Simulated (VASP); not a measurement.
The system is Al2Pt.

```
Al Pt
1.0
     0.00000    2.95500    2.95500
     2.95500    0.00000    2.95500
     2.95500    2.95500    0.00000
Al Pt
2 1
Direct
  0.21250 0.21250 0.21250
  0.75000 0.75000 0.75000
  0.03750 0.03750 0.03750
```

This cell differs from its parent crystal: shortest bond scaled by 0.7.

Base run:

| Property | Result |
| --- | --- |
| Program | VASP 6.6.1 |
| Functional | PBE |
| Potentials or basis | VASP PAW PBE potentials, release 64 (Al, Pt) |
| Cutoff | 520 eV |
| k mesh | 9 × 9 × 9 |
| Occupations | fermi-dirac, width 0.05 eV |
| Spin | no spin polarisation |

Its results: band gap on the k mesh zero (band 8 reaches 11.50 eV, above the bottom of band 9 at 6.75 eV); pressure 38.9 GPa; largest force 20.472 eV/Å.

Task: The run is repeated on the same cell with these changes: potentials or basis from VASP PAW PBE potentials, release 64 (Al, Pt) to VASP PAW PBE potentials, release 64 (Al, Pt_sv_GW); cutoff from 520 eV to 430 eV; further incar settings from ALGO = Normal; EDIFF = 1e-08; NBANDS = 15 to ALGO = Normal; EDIFF = 1e-08; NBANDS = 19; valence electrons from 16 to 24. What comes out?

Result: Band gap on the k mesh zero (band 12 reaches 11.35 eV, above the bottom of band 13 at 6.59 eV); pressure 39.7 GPa; largest force 21.370 eV/Å.

Caveats: spin-orbit coupling is left out, which moves the levels of the heavy elements; forces of over 1 eV/Å act on the atoms, so gaps and moduli don't describe the material at rest.
